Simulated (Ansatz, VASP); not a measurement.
## CO in VASP and in Ansatz

```
CELL_PARAMETERS angstrom
15.00000 0.00000 0.00000
0.00000 15.50000 0.00000
0.00000 0.00000 16.00000
ATOMIC_POSITIONS crystal
C 0.50183 0.49903 0.46458
O 0.49817 0.50097 0.53542
```

Alike in both runs: functional PBE; dispersion D3(BJ); k mesh 1 × 1 × 1; occupations gaussian, width 0.005 eV; no spin polarisation.

Ansatz relaxed the structure, and its values are those at the end. VASP's run is a single point on that final structure, the one shown.

|  | VASP | Ansatz |
| --- | --- | --- |
| version | VASP 6.6.1 | Ansatz 0.2.0 |
| potentials or method | VASP PAW PBE potentials, release 64 (C, O), cutoff 520 eV | scalar-relativistic, plane waves, PAW |
| valence electrons in the cell | 10 | 10 |

|  | VASP | Ansatz | Ansatz less VASP |
| --- | --- | --- | --- |
| gap on the k mesh at the Fermi level (eV) | 6.97 | 6.97 | +0.001 |
| rms of the force components (eV/Å) | 0.546 | 0.002 | -0.5437 |

One of these differences is far larger than is usual between the two programs; its cause wasn't traced.

Noted on VASP's run: the standard files for N, O and F lose accuracy on very short bonds.
